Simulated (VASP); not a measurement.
# KTaO3 (Pm-3m) in VASP: single point with PBE0

Aim: the single point of KTaO3 with PBE0.

Everything below comes from runs of VASP 6.6.1. Logs are shortened: lines on timing, memory, paths and dates and some standing lists are left out, and cuts for length are marked.

## Step 1: The cell of the first run

It takes space group Pm-3m (No. 221, cubic). Conventional cell: a = 3.990 Å, b = 3.990 Å, c = 3.990 Å, α = 90.00°, β = 90.00°, γ = 90.00°. Within 3.7 Å of K (site symmetry m-3m) lie 12 O at 2.82 Å and 8 Ta at 3.46 Å. Ta (site symmetry m-3m) has 6 O at 2.00 Å within 2.6 Å. Within 2.6 Å of O (site symmetry 4/mmm) lie 2 Ta at 2.00 Å.

## Step 2: Single point, PBE0

File POSCAR:

```
KTaO3
1.0
    3.9901311161      0.0000000000      0.0000000000
    0.0000000000      3.9901311161      0.0000000000
    0.0000000000      0.0000000000      3.9901311161
K Ta O
1 1 3
Direct
    0.0000000000      0.0000000000      0.0000000000
    0.5000000000      0.5000000000      0.5000000000
    0.5000000000      0.5000000000      0.0000000000
    0.5000000000      0.0000000000      0.5000000000
    0.0000000000      0.5000000000      0.5000000000
```

File INCAR.step1:

```
SYSTEM = KTaO3
ALGO = Normal ; EDIFF = 1E-5
ENCUT = 520 ; GGA = PE
ISIF = 2 ; ISMEAR = 0
LASPH = .TRUE. ; LREAL = .FALSE.
LWAVE = .TRUE. ; NBANDS = 27
NELM = 100 ; PREC = Accurate
SIGMA = 0.01
```

File INCAR.step2:

```
SYSTEM = KTaO3
AEXX = 0.25 ; ALGO = Normal
EDIFF = 1E-6 ; ENCUT = 520
GGA = PE ; ISIF = 2
ISMEAR = 0 ; ISTART = 1
LASPH = .TRUE. ; LCHARG = .TRUE.
LELF = .TRUE. ; LHFCALC = .TRUE.
LREAL = .FALSE. ; LVHAR = .TRUE.
LWAVE = .FALSE. ; NBANDS = 27
NELM = 100 ; PREC = Accurate
PRECFOCK = Fast ; SIGMA = 0.01
```

File KPOINTS:

```
k-points
0
G
  4 4 4
  0 0 0
```

Potentials or basis: VASP PAW PBE potentials, release 64 (K_sv, Ta_pv, O).

Launch:

```bash
> cat potpaw_PBE.64/K_sv/POTCAR potpaw_PBE.64/Ta_pv/POTCAR potpaw_PBE.64/O/POTCAR > POTCAR
> cp INCAR.step1 INCAR
> mpirun -np 1 vasp_std > vasp.out
> cp INCAR.step2 INCAR
> mpirun -np 1 vasp_std > vasp.out
```

OUTCAR:

```text
SYSTEM = KTaO3
   AEXX = 0.25
   EDIFF = 1E-6
   ENCUT = 520
   GGA = PE
   ISIF = 2
   ISMEAR = 0
   ISTART = 1
   LASPH = .TRUE.
   LHFCALC = .TRUE.
   LREAL = .FALSE.
   NELM = 100
   PREC = Accurate
   PRECFOCK = Fast

 ion  position               nearest neighbor table
   1  0.000  0.000  0.000-   3 2.82   4 2.82   5 2.82   4 2.82   5 2.82   3 2.82   5 2.82   5 2.82
                             3 2.82   4 2.82   4 2.82   3 2.82   2 3.46   2 3.46   2 3.46   2 3.46
   2  0.500  0.500  0.500-   3 2.00   4 2.00   5 2.00   3 2.00   4 2.00   5 2.00   1 3.46   1 3.46
                             1 3.46   1 3.46   1 3.46   1 3.46   1 3.46   1 3.46
   3  0.500  0.500  0.000-   2 2.00   2 2.00   1 2.82   1 2.82   1 2.82   1 2.82
   4  0.500  0.000  0.500-   2 2.00   2 2.00   1 2.82   1 2.82   1 2.82   1 2.82
   5  0.000  0.500  0.500-   2 2.00   2 2.00   1 2.82   1 2.82   1 2.82   1 2.82

  LATTYP: Found a simple cubic cell.
 ALAT       =     3.9901311161

  Lattice vectors:

 A1 = (   3.9901311161,   0.0000000000,   0.0000000000)
 A2 = (   0.0000000000,   3.9901311161,   0.0000000000)
 A3 = (   0.0000000000,   0.0000000000,   3.9901311161)

Analysis of symmetry for initial positions (statically):
=====================================================================
 Subroutine PRICEL returns:
 Original cell was already a primitive cell.

 Routine SETGRP: Setting up the symmetry group for a
 simple cubic supercell.

 Subroutine GETGRP returns: Found 48 space group operations
 (whereof 48 operations were pure point group operations)
 out of a pool of 48 trial point group operations.

The static configuration has the point symmetry O_h .

Analysis of symmetry for dynamics (positions and initial velocities):
=====================================================================
 Subroutine PRICEL returns:
 Original cell was already a primitive cell.

 Routine SETGRP: Setting up the symmetry group for a
 simple cubic supercell.

 Subroutine GETGRP returns: Found 48 space group operations
 (whereof 48 operations were pure point group operations)
 out of a pool of 48 trial point group operations.

The dynamic configuration has the point symmetry O_h .

 Subroutine INISYM returns: Found 48 space group operations
 (whereof 48 operations are pure point group operations),
 and found     1 'primitive' translations

----------------------------------------------------------------------------------------
[... 94 lines left out ...]
   PSTRESS=    0.0 pullay stress
   NELECT =      38.0000    total number of electrons
   NUPDOWN=      -1.0000    fix difference up-down
   EMIN   =  10.00;   EMAX   =-10.00  energy-range for DOS
   EFERMI =   0.00;   METHOD = LEGACY
   ISMEAR =     0;   SIGMA  =   0.01  broadening in eV -4-tet -1-fermi 0-gaus
   EFERMI_NEDOS =   21; number of points for ismear=-14 and -15
   IALGO  =     38    algorithm
   IMIX   =      1    mixing-type and parameters
     AMIX     =   0.40;   BMIX     =  1.00
     AMIX_MAG =   1.60;   BMIX_MAG =  1.00
  volume/ion in A,a.u.               =      12.71        85.74
  Fermi-wavevector in a.u.,A,eV,Ry     =   1.379375  2.606640 25.887452  1.902674
  Thomas-Fermi vector in A             =   2.504350
   LORBIT       =      0    0 simple, 1 ext, 2 COOP (PROOUT), +10 PAW based schemes
   GGA     = PE    functional components
   LHFCALC =     T    Hartree Fock is set to
   PRECFOCK=fast      Normal, Fast or Accurate (Low or Medium for compatibility)
   ENCUT4O =  -1.0   cutoff for four orbital integrals eV
   NKREDX  =     1    reduce k-point grid by
   NKREDY  =     1    reduce k-point grid by
   NKREDZ  =     1    reduce k-point grid by
   AEXX    =    0.2500 exact exchange contribution
   HFSCREEN=    0.0000 screening length (either q_TF or 0.3 A-1)
   HFSCREENC=   0.0000 screening length for correlation (either q_TF or 0.3 A-1)
   ENCUTFOCK=  -1.0 apply spherical cutoff to Coloumb kernel
   IVDW    =     0    specifies the selected vdW correction
   LEPSILON=     F    determine dielectric tensor
   LRPA    =     F    only Hartree local field effects (RPA)
 non-spin polarized calculation
 Gauss-broadening in eV      SIGMA  =   0.01
  energy-cutoff  :      520.00
  volume of cell :       63.53
 maximum number of plane-waves:      1743
 NGX is ok and might be reduce to    30
  NGX = 16; NGY = 16; NGZ = 16

 number of electron      37.9999976 magnetization

 Free energy of the ion-electron system (eV)
  ---------------------------------------------------
  ext. energy  EPLUGINS =         0.00000000
  ---------------------------------------------------
  free energy    TOTEN  =       -52.37397950 eV

  energy without entropy =      -52.37397950  energy(sigma->0) =      -52.37397950

 E-fermi :   0.3706     XC(G=0):  -8.5413

 val. band max:        0.2907481929   @ k =   0.5000   0.5000   0.5000
 cond. band min:       4.5380160070   @ k =   0.0000   0.0000   0.0000
 fundamental gap:      4.2472678141
 Fermi energy:         0.3705920619

 k-point     1 :       0.0000    0.0000    0.0000
  band No.  band energies     occupation
      1     -35.8104      2.00000
      2     -35.8104      2.00000
      3     -35.8104      2.00000
      4     -28.9700      2.00000
      5     -18.9236      2.00000
      6     -18.1821      2.00000
[... 289 lines left out ...]
     26      13.6137      0.00000
     27      15.4632      0.00000

------------------------ aborting loop because EDIFF is reached ----------------------------------------

  FORCE on cell =-STRESS in cart. coord.  units (eV):
  Direction    XX          YY          ZZ          XY          YZ          ZX
  --------------------------------------------------------------------------------------
  -------------------------------------------------------------------------------------
  Total       -0.1815916     -0.1815916     -0.1815916      0.0000000      0.0000000      0.0000000
  in kB       -4.5797815     -4.5797815     -4.5797815      0.0000000      0.0000000      0.0000000
  external PRESSURE =      -4.5797815 kB  Pullay stress =       0.0000000 kB

 VOLUME and BASIS-vectors are now :
 -----------------------------------------------------------------------------
  energy-cutoff  :      520.00
  volume of cell :       63.53
      direct lattice vectors                 reciprocal lattice vectors
     3.990131116  0.000000000  0.000000000     0.250618331  0.000000000  0.000000000
     0.000000000  3.990131116  0.000000000     0.000000000  0.250618331  0.000000000
     0.000000000  0.000000000  3.990131116     0.000000000  0.000000000  0.250618331

 POSITION                                       TOTAL-FORCE (eV/Angst)
 -----------------------------------------------------------------------------------
      0.00000      0.00000      0.00000         0.000000      0.000000      0.000000
      1.99507      1.99507      1.99507         0.000000      0.000000      0.000000
      1.99507      1.99507      0.00000         0.000000      0.000000      0.000000
      1.99507      0.00000      1.99507         0.000000      0.000000      0.000000
      0.00000      1.99507      1.99507         0.000000      0.000000      0.000000
 -----------------------------------------------------------------------------------
    total drift:                                0.000001      0.000001      0.000001

  FREE ENERGIE OF THE ION-ELECTRON SYSTEM (eV)
  ---------------------------------------------------
  free  energy   TOTEN  =       -52.3739795017 eV

  energy  without entropy=      -52.3739795017  energy(sigma->0) =      -52.37397950
```

OUTCAR.step1:

```text
SYSTEM = KTaO3
   EDIFF = 1E-5
   ENCUT = 520
   GGA = PE
   ISIF = 2
[... 519 lines left out ...]
      1.99507      1.99507      1.99507         0.000000      0.000000      0.000000
      1.99507      1.99507      0.00000         0.000000      0.000000      0.000000
      1.99507      0.00000      1.99507         0.000000      0.000000      0.000000
      0.00000      1.99507      1.99507         0.000000      0.000000      0.000000
 -----------------------------------------------------------------------------------
    total drift:                                0.000000      0.000000     -0.000000

  FREE ENERGIE OF THE ION-ELECTRON SYSTEM (eV)
  ---------------------------------------------------
  free  energy   TOTEN  =       -41.0075573322 eV

  energy  without entropy=      -41.0075573322  energy(sigma->0) =      -41.00755733
```

OSZICAR.step1:

```text
N       E                     dE             d eps       ncg     rms          rms(c)
DAV:   1     0.326217900616E+03    0.32622E+03   -0.21145E+04   540   0.143E+03
DAV:   2    -0.319483639644E+02   -0.35817E+03   -0.34769E+03   648   0.403E+02
DAV:   3    -0.491832055531E+02   -0.17235E+02   -0.17165E+02   677   0.859E+01
DAV:   4    -0.495962649607E+02   -0.41306E+00   -0.41257E+00   888   0.114E+01
DAV:   5    -0.495982790490E+02   -0.20141E-02   -0.20139E-02   679   0.844E-01    0.339E+01
DAV:   6    -0.412052545988E+02    0.83930E+01   -0.34856E+01   668   0.396E+01    0.129E+01
DAV:   7    -0.410758927029E+02    0.12936E+00   -0.19591E+00   686   0.848E+00    0.929E+00
DAV:   8    -0.410311668262E+02    0.44726E-01   -0.41686E-01   620   0.545E+00    0.330E+00
DAV:   9    -0.410094781805E+02    0.21689E-01   -0.37512E-02   665   0.155E+00    0.593E-01
DAV:  10    -0.410075732920E+02    0.19049E-02   -0.15038E-02   702   0.789E-01    0.990E-02
DAV:  11    -0.410075264601E+02    0.46832E-04   -0.10615E-03   722   0.209E-01    0.326E-02
DAV:  12    -0.410075524062E+02   -0.25946E-04   -0.49858E-05   652   0.606E-02    0.959E-03
DAV:  13    -0.410075573322E+02   -0.49260E-05   -0.66209E-06   454   0.203E-02
   1 F= -.41007557E+02 E0= -.41007557E+02  d E =-.216046E-27
```

Wall time 18 min (1 thread of AMD EPYC 7R13, shared host); peak memory 0.16 GiB.

What came out:

- Free energy: -52.3740 eV
- Pressure: -0.5 GPa
- Band gap on the k mesh: 4.25 eV (least direct gap 4.89 eV)

Levels at points of the mesh, in eV from the valence-band top:
```csv
k point,band 15,band 16,band 17,band 18,band 19,band 20,band 21,band 22,band 23,band 24
"(0.00, 0.00, 0.00)",-1.13,-1.13,-0.64,-0.64,-0.64,4.25,4.25,4.25,8.99,8.99
"(0.50, 0.00, 0.00)",-2.55,-2.30,-1.61,-0.89,-0.89,4.41,7.33,7.33,9.03,10.93
"(0.50, 0.50, 0.00)",-3.00,-1.83,-1.55,-1.55,-0.04,7.38,7.38,8.83,10.02,12.83
"(0.50, 0.50, 0.50)",-4.22,-4.22,0.00,0.00,0.00,8.97,8.97,8.97,11.51,11.51
```

Caveat: the PAW data sets were made with another functional, which shifts forces and pressure a little; spin-orbit coupling is left out, which moves the levels of the heavy elements. A k mesh can miss the band edges.
